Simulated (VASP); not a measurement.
# HfO2 in VASP: notebook

The runs below take HfO2 through single point, with PBE.

Program: VASP 6.6.1. These are calculated values, not measurements. Logs are shortened: lines on timing, memory, paths and dates and some standing lists are left out, and cuts for length are marked.

## Step 1: The cell of the first run

The cell holds a slab with vacuum, 12 atoms: a = 3.605 Å, b = 3.605 Å, c = 25.301 Å, α = 90.00°, β = 90.00°, γ = 120.00°.

## Step 2: Single point, PBE

Contents of INCAR:

```
SYSTEM = HfO2
PREC = Accurate
ENCUT = 520
EDIFF = 1E-6
ISMEAR = 0
SIGMA = 0.05
LREAL = .False.
LASPH = .True.
NELM = 60
ALGO = Normal
ISIF = 2
LWAVE = .False.
LCHARG = .False.
LDIPOL = .True.
IDIPOL = 3
DIPOL = 0.5 0.5 0.500
GGA = PE
NBANDS = 56
```

Contents of KPOINTS:

```
regular mesh
0
Gamma
  9 9 1
  0 0 0
```

Contents of POSCAR:

```
HfO2
1.0
    3.6045556750      0.0000000000      0.0000000000
   -1.8022778375      3.1216367839      0.0000000000
    0.0000000000      0.0000000000     25.3008758455
O Hf
8 4
Direct
    0.0000000000      0.0000000000      0.2964324257
    0.3333333333      0.6666666667      0.3545945898
    0.6666666667      0.3333333333      0.4127567539
    0.0000000000      0.0000000000      0.4709189180
    0.3333333333      0.6666666667      0.5290810820
    0.6666666667      0.3333333333      0.5872432461
    0.0000000000      0.0000000000      0.6454054102
    0.3333333333      0.6666666667      0.7035675743
    0.6666666667      0.3333333333      0.3255135078
    0.3333333333      0.6666666667      0.4418378359
    0.0000000000      0.0000000000      0.5581621641
    0.6666666667      0.3333333333      0.6744864922
```

Potentials or basis: VASP PAW PBE potentials, release 64 (O, Hf_pv).

Started as:

```
$ cat potpaw_PBE.64/O/POTCAR potpaw_PBE.64/Hf_pv/POTCAR > POTCAR
$ mpirun -np 1 vasp_std > vasp.out
```

OUTCAR:

```text
SYSTEM = HfO2
   PREC = Accurate
   ENCUT = 520
   EDIFF = 1E-6
   ISMEAR = 0
   LREAL = .False.
   LASPH = .True.
   NELM = 60
   ISIF = 2
   GGA = PE

 ion  position               nearest neighbor table
   1  0.000  0.000  0.296-   9 2.21   9 2.21   9 2.21
   2  0.333  0.667  0.355-   9 2.21   9 2.21  10 2.21   9 2.21
   3  0.667  0.333  0.413-  10 2.21  10 2.21   9 2.21  10 2.21
   4  0.000  0.000  0.471-  11 2.21  10 2.21  10 2.21  10 2.21
   5  0.333  0.667  0.529-  10 2.21  11 2.21  11 2.21  11 2.21
   6  0.667  0.333  0.587-  11 2.21  12 2.21  11 2.21  11 2.21
   7  0.000  0.000  0.645-  12 2.21  11 2.21  12 2.21  12 2.21
   8  0.333  0.667  0.704-  12 2.21  12 2.21  12 2.21
   9  0.667  0.333  0.326-   2 2.21   2 2.21   3 2.21   2 2.21   1 2.21   1 2.21   1 2.21  10 3.60
                            10 3.60  10 3.60
  10  0.333  0.667  0.442-   3 2.21   3 2.21   5 2.21   2 2.21   3 2.21   4 2.21   4 2.21   4 2.21
                             9 3.60   9 3.60   9 3.60  11 3.60  11 3.60  11 3.60
  11  0.000  0.000  0.558-   6 2.21   4 2.21   7 2.21   6 2.21   6 2.21   5 2.21   5 2.21   5 2.21
                            12 3.60  12 3.60  12 3.60  10 3.60  10 3.60  10 3.60
  12  0.667  0.333  0.674-   7 2.21   6 2.21   7 2.21   7 2.21   8 2.21   8 2.21   8 2.21  11 3.60
                            11 3.60  11 3.60

  LATTYP: Found a hexagonal cell.
 ALAT       =     3.6045556750
 C/A-ratio  =     7.0191385920

  Lattice vectors:

 A1 = (   3.6045556750,   0.0000000000,   0.0000000000)
 A2 = (  -1.8022778375,   3.1216367839,   0.0000000000)
 A3 = (   0.0000000000,   0.0000000000,  25.3008758455)

Analysis of symmetry for initial positions (statically):
=====================================================================
 Subroutine PRICEL returns:
 Original cell was already a primitive cell.

 Routine SETGRP: Setting up the symmetry group for a
 hexagonal supercell.

 Subroutine GETGRP returns: Found 12 space group operations
 (whereof  6 operations were pure point group operations)
 out of a pool of 24 trial point group operations.

The static configuration has the point symmetry C_3v.
 The point group associated with its full space group is D_3d.

Analysis of symmetry for dynamics (positions and initial velocities):
=====================================================================
 Subroutine PRICEL returns:
 Original cell was already a primitive cell.

 Routine SETGRP: Setting up the symmetry group for a
 hexagonal supercell.

 Subroutine GETGRP returns: Found 12 space group operations
 (whereof  6 operations were pure point group operations)
 out of a pool of 24 trial point group operations.

The dynamic configuration has the point symmetry C_3v.
 The point group associated with its full space group is D_3d.

 Subroutine INISYM returns: Found 12 space group operations
 (whereof  6 operations are pure point group operations),
 and found     1 'primitive' translations

----------------------------------------------------------------------------------------

                                     Primitive cell

  volume of cell :     284.6883

  direct lattice vectors                    reciprocal lattice vectors
     3.604555675  0.000000000  0.000000000     0.277426704  0.160172382  0.000000000
    -1.802277837  3.121636784  0.000000000     0.000000000  0.320344764  0.000000000
     0.000000000  0.000000000 25.300875845     0.000000000  0.000000000  0.039524323

  length of vectors
     3.604555675  3.604555675 25.300875845     0.320344764  0.320344764  0.039524323

  position of ions in fractional coordinates (direct lattice)
     0.000000000  0.000000000  0.296432426
     0.333333333  0.666666667  0.354594590
     0.666666667  0.333333333  0.412756754
     0.000000000  0.000000000  0.470918918
     0.333333333  0.666666667  0.529081082
     0.666666667  0.333333333  0.587243246
     0.000000000  0.000000000  0.645405410
     0.333333333  0.666666667  0.703567574
     0.666666667  0.333333333  0.325513508
     0.333333333  0.666666667  0.441837836
     0.000000000  0.000000000  0.558162164
     0.666666667  0.333333333  0.674486492

  ion indices of the primitive-cell ions
   primitive index   ion index
                 1           1
                 2           2
                 3           3
                 4           4
                 5           5
                 6           6
                 7           7
                 8           8
                 9           9
                10          10
                11          11
                12          12

----------------------------------------------------------------------------------------

 KPOINTS: regular mesh

Automatic generation of k-mesh.
 Grid dimensions read from file:
 generate k-points for:    9    9    1

 Generating k-lattice:

  Cartesian coordinates                     Fractional coordinates (reciprocal lattice)
     0.030825189  0.017796931  0.000000000     0.111111111 -0.000000000  0.000000000
     0.000000000  0.035593863  0.000000000     0.000000000  0.111111111  0.000000000
     0.000000000  0.000000000  0.039524323     0.000000000  0.000000000  1.000000000

  Length of vectors
     0.035593863  0.035593863  0.039524323

  Shift w.r.t. Gamma in fractional coordinates (k-lattice)
     0.000000000  0.000000000  0.000000000

 Subroutine IBZKPT returns following result:
 ===========================================

 Found     12 irreducible k-points:

 Following reciprocal coordinates:
            Coordinates               Weight
  0.000000  0.000000  0.000000      1.000000
  0.111111  0.000000  0.000000      6.000000
  0.222222  0.000000  0.000000      6.000000
  0.333333  0.000000  0.000000      6.000000
  0.444444  0.000000  0.000000      6.000000
  0.111111  0.111111  0.000000      6.000000
  0.222222  0.111111  0.000000     12.000000
  0.333333  0.111111  0.000000     12.000000
  0.444444  0.111111  0.000000      6.000000
  0.222222  0.222222  0.000000      6.000000
  0.333333  0.222222  0.000000     12.000000
  0.333333  0.333333  0.000000      2.000000
   k-points           NKPTS =     12   k-points in BZ     NKDIM =     12   number of bands    NBANDS=     56
   number of dos      NEDOS =    301   number of ions     NIONS =     12
   total plane-waves  NPLWV = 150528
   dimension x,y,z NGX =    28 NGY =   28 NGZ =  192
   dimension x,y,z NGXF=    56 NGYF=   56 NGZF=  384
   ions per type =               8   4
   NGX,Y,Z   is equivalent  to a cutoff of  12.91, 12.91, 12.62 a.u.
   NGXF,Y,Z  is equivalent  to a cutoff of  25.83, 25.83, 25.23 a.u.
 SYSTEM =  HfO2
   PREC   = accura    normal or accurate (medium, high low for compatibility)
   ISTART =      0    job   : 0-new  1-cont  2-samecut
   ICHARG =      2    charge: 1-file 2-atom 10-const
   ISPIN  =      1    spin polarized calculation?
   LNONCOLLINEAR =      F non collinear calculations
   LSORBIT =      F    spin-orbit coupling
   LASPH  =      T    aspherical Exc in radial PAW
   ENCUT  =  520.0 eV  38.22 Ry    6.18 a.u.   6.70  6.70 47.04*2*pi/ulx,y,z
   NELM   =     60;   NELMIN=  2; NELMDL= -5     # of ELM steps
   EDIFF  = 0.1E-05   stopping-criterion for ELM
   LREAL  =      F    real-space projection
[... 7 lines left out ...]
   TEBEG  =    0.0;   TEEND  =   0.0 temperature during run
   PSTRESS=    0.0 pullay stress
   NELECT =      88.0000    total number of electrons
   NUPDOWN=      -1.0000    fix difference up-down
   EMIN   =  10.00;   EMAX   =-10.00  energy-range for DOS
   EFERMI =   0.00;   METHOD = LEGACY
   ISMEAR =     0;   SIGMA  =   0.05  broadening in eV -4-tet -1-fermi 0-gaus
   EFERMI_NEDOS =   21; number of points for ismear=-14 and -15
   IALGO  =     38    algorithm
   IMIX   =      4    mixing-type and parameters
     AMIX     =   0.40;   BMIX     =  1.00
     AMIX_MAG =   1.60;   BMIX_MAG =  1.00
  volume/ion in A,a.u.               =      23.72       160.10
  Fermi-wavevector in a.u.,A,eV,Ry     =   1.106910  2.091758 16.670549  1.225251
  Thomas-Fermi vector in A             =   2.243418
   LORBIT       =      0    0 simple, 1 ext, 2 COOP (PROOUT), +10 PAW based schemes
   GGA     = PE    functional components
   LHFCALC =     F    Hartree Fock is set to
   AEXX    =    0.0000 exact exchange contribution
   IVDW    =     0    specifies the selected vdW correction
   LEPSILON=     F    determine dielectric tensor
   LRPA    =     F    only Hartree local field effects (RPA)
 non-spin polarized calculation
 Gauss-broadening in eV      SIGMA  =   0.05
  energy-cutoff  :      520.00
  volume of cell :      284.69
 maximum number of plane-waves:      7707
 NGX is ok and might be reduce to    28
   NGX = 13   NGY = 13   NGZ = 95

 dipolmoment           0.000000      0.000000     -0.000000 electrons x Angstroem

 number of electron      87.9999998 magnetization

 dipolmoment           0.000000      0.000000      0.000000 electrons x Angstroem

 Free energy of the ion-electron system (eV)
  ---------------------------------------------------
  ext. energy  EPLUGINS =         0.00000000
  ---------------------------------------------------
  free energy    TOTEN  =      -119.60145343 eV

  energy without entropy =     -119.60145343  energy(sigma->0) =     -119.60145343

 E-fermi :  -1.3748     XC(G=0):  -6.0640

 val. band max:       -1.5986708797   @ k =   0.4444   0.0000   0.0000
 cond. band min:       2.4656369171   @ k =   0.4444   0.0000   0.0000
 fundamental gap:      4.0643077969
 Fermi energy:        -1.3747670428

 k-point     1 :       0.0000    0.0000    0.0000
  band No.  band energies     occupation
      1     -31.6691      2.00000
      2     -31.6059      2.00000
      3     -31.4743      2.00000
      4     -31.3362      2.00000
      5     -31.3345      2.00000
      6     -31.3345      2.00000
[... 697 lines left out ...]
     55       5.4790      0.00000
     56       5.4790      0.00000

------------------------ aborting loop because EDIFF is reached ----------------------------------------

 vacuum level on the upper side and lower side of the slab       (xc-potential included)        -0.153        -0.153

  FORCE on cell =-STRESS in cart. coord.  units (eV):
  Direction    XX          YY          ZZ          XY          YZ          ZX
  --------------------------------------------------------------------------------------
  -------------------------------------------------------------------------------------
  Total      -10.5934187    -10.5934187     -4.1930152      0.0000000      0.0000000      0.0000000
  in kB      -59.6179525    -59.6179525    -23.5975741      0.0000000      0.0000000      0.0000000
  external PRESSURE =     -47.6111597 kB  Pullay stress =       0.0000000 kB

 VOLUME and BASIS-vectors are now :
 -----------------------------------------------------------------------------
  energy-cutoff  :      520.00
  volume of cell :      284.69
      direct lattice vectors                 reciprocal lattice vectors
     3.604555675  0.000000000  0.000000000     0.277426704  0.160172382  0.000000000
    -1.802277837  3.121636784  0.000000000     0.000000000  0.320344764  0.000000000
     0.000000000  0.000000000 25.300875845     0.000000000  0.000000000  0.039524323

 POSITION                                       TOTAL-FORCE (eV/Angst)
 -----------------------------------------------------------------------------------
      0.00000      0.00000      7.50000         0.000000     -0.000000     -0.494094
     -0.00000      2.08109      8.97155        -0.000000      0.000000      0.323145
      1.80228      1.04055     10.44311         0.000000     -0.000000     -0.402300
      0.00000      0.00000     11.91466         0.000000      0.000000     -0.018853
     -0.00000      2.08109     13.38621        -0.000000     -0.000000      0.018853
      1.80228      1.04055     14.85777        -0.000000      0.000000      0.402300
      0.00000      0.00000     16.32932         0.000000     -0.000000     -0.323145
     -0.00000      2.08109     17.80088        -0.000000      0.000000      0.494094
      1.80228      1.04055      8.23578        -0.000000      0.000000      1.063971
     -0.00000      2.08109     11.17888         0.000000     -0.000000     -0.295794
      0.00000      0.00000     14.12199        -0.000000      0.000000      0.295794
      1.80228      1.04055     17.06510         0.000000     -0.000000     -1.063971
 -----------------------------------------------------------------------------------
    total drift:                               -0.000001      0.000001     -0.000068

  FREE ENERGIE OF THE ION-ELECTRON SYSTEM (eV)
  ---------------------------------------------------
  free  energy   TOTEN  =      -119.6014534297 eV

  energy  without entropy=     -119.6014534297  energy(sigma->0) =     -119.60145343

 vacuum level on the upper side and lower side of the slab         4.752         4.752
```

Run time: 6.1 min. Hardware: 1 thread of Intel Xeon Platinum 8259CL at 2.50GHz (Skylake/Cascade Lake), shared host; peak memory 0.47 GiB.

What came out:

```yaml
Free_energy: -119.6015 eV
Largest_force: 1.064 eV/Å
Band_gap_on_the_k_mesh: 4.06 eV, direct
```

Forces on the atoms (eV/Å):
```
O    0.000  0.000 -0.494
O    0.000  0.000  0.323
O    0.000  0.000 -0.402
O    0.000  0.000 -0.019
O    0.000  0.000  0.019
O    0.000  0.000  0.402
O    0.000  0.000 -0.323
O    0.000  0.000  0.494
Hf   0.000  0.000  1.064
Hf   0.000  0.000 -0.296
Hf   0.000  0.000  0.296
Hf   0.000  0.000 -1.064
```

Caveat: spin-orbit coupling is left out, which moves the levels of the heavy elements.

## Step 3: Single point, PBE

Contents of INCAR:

```
SYSTEM = HfO2
  ALGO = Normal
  DIPOL = 0.5 0.5 0.500
  EDIFF = 1E-6
  ENCUT = 520
  GGA = PE
  IDIPOL = 3
  ISIF = 2
  ISMEAR = 0
  LASPH = .True.
  LCHARG = .False.
  LDIPOL = .True.
  LREAL = .False.
  LWAVE = .False.
  NBANDS = 56
  NELM = 80
  PREC = Accurate
  SIGMA = 0.05
```

Contents of KPOINTS:

```
k-points
0
Gamma
  9 9 1
  0 0 0
```

Contents of POSCAR:

```
HfO2
1.0
    3.6045556750      0.0000000000      0.0000000000
   -1.8022778375      3.1216367839      0.0000000000
    0.0000000000      0.0000000000     25.3008758455
O Hf
8 4
Direct
    0.0000000000      0.0000000000      0.2960282024
    0.3333333333      0.6666666667      0.3563321522
    0.6666666667      0.3333333333      0.4120088640
    0.0000000000      0.0000000000      0.4703696573
    0.3333333333      0.6666666667      0.5296303557
    0.6666666667      0.3333333333      0.5879911337
    0.0000000000      0.0000000000      0.6436678520
    0.3333333333      0.6666666667      0.7039717917
    0.6666666667      0.3333333333      0.3272466771
    0.3333333333      0.6666666667      0.4413921399
    0.0000000000      0.0000000000      0.5586078568
    0.6666666667      0.3333333333      0.6727533173
```

Potentials or basis: VASP PAW PBE potentials, release 64 (O, Hf_pv).

Started as:

```
$ cat potpaw_PBE.64/O/POTCAR potpaw_PBE.64/Hf_pv/POTCAR > POTCAR
$ mpirun -np 1 vasp_std > vasp.out
```

OUTCAR:

```text
SYSTEM = HfO2
   EDIFF = 1E-6
   ENCUT = 520
   GGA = PE
   ISIF = 2
   ISMEAR = 0
   LASPH = .True.
   LREAL = .False.
   NELM = 80
   PREC = Accurate

 ion  position               nearest neighbor table
   1  0.000  0.000  0.296-   9 2.23   9 2.23   9 2.23
   2  0.333  0.667  0.356-  10 2.15   9 2.21   9 2.21   9 2.21
   3  0.667  0.333  0.412-   9 2.14  10 2.21  10 2.21  10 2.21
   4  0.000  0.000  0.470-  10 2.21  10 2.21  10 2.21  11 2.23
   5  0.333  0.667  0.530-  11 2.21  11 2.21  11 2.21  10 2.23
   6  0.667  0.333  0.588-  12 2.14  11 2.21  11 2.21  11 2.21
   7  0.000  0.000  0.644-  11 2.15  12 2.21  12 2.21  12 2.21
   8  0.333  0.667  0.704-  12 2.23  12 2.23  12 2.23
   9  0.667  0.333  0.327-   3 2.14   2 2.21   2 2.21   2 2.21   1 2.23   1 2.23   1 2.23  10 3.56
                            10 3.56  10 3.56
  10  0.333  0.667  0.441-   2 2.15   4 2.21   4 2.21   4 2.21   3 2.21   3 2.21   3 2.21   5 2.23
                             9 3.56   9 3.56   9 3.56  11 3.62  11 3.62  11 3.62
  11  0.000  0.000  0.559-   7 2.15   5 2.21   5 2.21   5 2.21   6 2.21   6 2.21   6 2.21   4 2.23
                            12 3.56  12 3.56  12 3.56  10 3.62  10 3.62  10 3.62
  12  0.667  0.333  0.673-   6 2.14   7 2.21   7 2.21   7 2.21   8 2.23   8 2.23   8 2.23  11 3.56
                            11 3.56  11 3.56

[... 918 lines left out ...]
  Direction    XX          YY          ZZ          XY          YZ          ZX
  --------------------------------------------------------------------------------------
  -------------------------------------------------------------------------------------
  Total      -10.5502314    -10.5502314     -2.5338311      0.0000000      0.0000000      0.0000000
  in kB      -59.3749020    -59.3749020    -14.2599688      0.0000000      0.0000000      0.0000000
  external PRESSURE =     -44.3365910 kB  Pullay stress =       0.0000000 kB

 VOLUME and BASIS-vectors are now :
 -----------------------------------------------------------------------------
  energy-cutoff  :      520.00
  volume of cell :      284.69
      direct lattice vectors                 reciprocal lattice vectors
     3.604555675  0.000000000  0.000000000     0.277426704  0.160172382  0.000000000
    -1.802277837  3.121636784  0.000000000     0.000000000  0.320344764  0.000000000
     0.000000000  0.000000000 25.300875845     0.000000000  0.000000000  0.039524323

 POSITION                                       TOTAL-FORCE (eV/Angst)
 -----------------------------------------------------------------------------------
      0.00000      0.00000      7.48977        -0.000000     -0.000000      0.100414
     -0.00000      2.08109      9.01552        -0.000000      0.000000     -0.002572
      1.80228      1.04055     10.42419        -0.000000      0.000000     -0.004592
      0.00000      0.00000     11.90076         0.000000      0.000000      0.000403
     -0.00000      2.08109     13.40011        -0.000000     -0.000000     -0.000403
      1.80228      1.04055     14.87669         0.000000     -0.000000      0.004592
      0.00000      0.00000     16.28536         0.000000     -0.000000      0.002572
     -0.00000      2.08109     17.81110         0.000000      0.000000     -0.100414
      1.80228      1.04055      8.27963        -0.000000      0.000000      0.164643
     -0.00000      2.08109     11.16761        -0.000000      0.000000     -0.031505
      0.00000      0.00000     14.13327         0.000000      0.000000      0.031505
      1.80228      1.04055     17.02125         0.000000     -0.000000     -0.164643
 -----------------------------------------------------------------------------------
    total drift:                               -0.000000      0.000000     -0.000228

  FREE ENERGIE OF THE ION-ELECTRON SYSTEM (eV)
  ---------------------------------------------------
  free  energy   TOTEN  =      -119.6875943018 eV

  energy  without entropy=     -119.6875943018  energy(sigma->0) =     -119.68759430

 vacuum level on the upper side and lower side of the slab         4.899         4.899
```

Wall time 6.5 min (1 thread of Intel Xeon Platinum 8259CL at 2.50GHz (Skylake/Cascade Lake), shared host); peak memory 0.45 GiB.

What came out:

```
Free energy            : -119.6876 eV
Largest force          : 0.165 eV/Å
Band gap on the k mesh : 4.05 eV, direct
```

Forces on the atoms (eV/Å):
```
O    0.000  0.000  0.100
O    0.000  0.000 -0.003
O    0.000  0.000 -0.005
O    0.000  0.000  0.000
O    0.000  0.000  0.000
O    0.000  0.000  0.005
O    0.000  0.000  0.003
O    0.000  0.000 -0.100
Hf   0.000  0.000  0.165
Hf   0.000  0.000 -0.032
Hf   0.000  0.000  0.032
Hf   0.000  0.000 -0.165
```

Caveat: spin-orbit coupling is left out, which moves the levels of the heavy elements.
